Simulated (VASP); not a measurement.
A run of VASP 6.6.1:

The input INCAR:

```
SYSTEM = H3CNO
ALGO = Normal
EDIFF = 1E-6
ENCUT = 1000
GGA = PE
GGA_COMPAT = .False.
ISIF = 2
ISMEAR = -1
IVDW = 12
LASPH = .True.
LCHARG = .True.
LELF = .True.
LREAL = Auto
LVHAR = .True.
LWAVE = .False.
NBANDS = 54
NELM = 120
PREC = Accurate
SIGMA = 0.05
```

File KPOINTS:

```
k-points
0
Gamma
  1 1 1
  0 0 0
```

POSCAR

```
H3CNO
1.0
    7.9602190000      0.0000000000      0.0000000000
    0.0000000000      7.9602190000      0.0000000000
    0.0000000000      0.0000000000      7.9602190000
N H O C
4 12 4 4
Direct
    0.8590341547      0.4358045928      0.7674411973
    0.5838155960      0.6906091403      0.8600642771
    0.9494588026      0.1083136029      0.1434508272
    0.5706124417      0.8961059991      0.4658791423
    0.7327562219      0.4218351279      0.7527305467
    0.9098995894      0.3887958359      0.6572809115
    0.9001259890      0.3507818064      0.8553156641
    0.5418946388      0.7638106439      0.9671844456
    0.7089754691      0.6735869955      0.8591472169
    0.5631252105      0.7686220693      0.7623408351
    0.9037314174      0.0234792535      0.0531392415
    0.9602374005      0.0435666406      0.2526563654
    0.8553031016      0.2001452473      0.1395313370
    0.5969810630      1.0108390234      0.4242722468
    0.6534242337      0.8177161960      0.4199758826
    0.4547362328      0.8699635023      0.4157925806
    0.4033808618      0.2697161975     -0.0236425656
    0.2993008107      0.4797355450      0.6009508030
    0.1296195494      0.8877268326      0.6748055550
    0.2272801791      0.6074455992      0.1545183619
    0.3641733977      0.2082103520      0.0987033146
    0.4166593909      0.3995618714      0.6219552502
    0.1929972027      0.8188593806      0.7813227249
    0.1262025580      0.7017394873      0.2004718714
```

Potentials or basis: VASP PAW PBE potentials, release 64 (N_h, H_h, O_h, C_h).

Command:

```sh
$ cat potpaw_PBE.64/N_h/POTCAR potpaw_PBE.64/H_h/POTCAR potpaw_PBE.64/O_h/POTCAR potpaw_PBE.64/C_h/POTCAR > POTCAR
$ mpirun -np 1 vasp_gam > vasp.out
```

Hardware: 1 thread of AMD EPYC 9R45 96-Core Processor (Zen 5), on a shared host.

**Question.** Estimate the wall time of this run.

**Answer.** Run time: 92 s on 1 thread of AMD EPYC 9R45 96-Core Processor (Zen 5), with other jobs on the host, peak memory 1 GiB. Counts: scf iterations 17, k points 1.
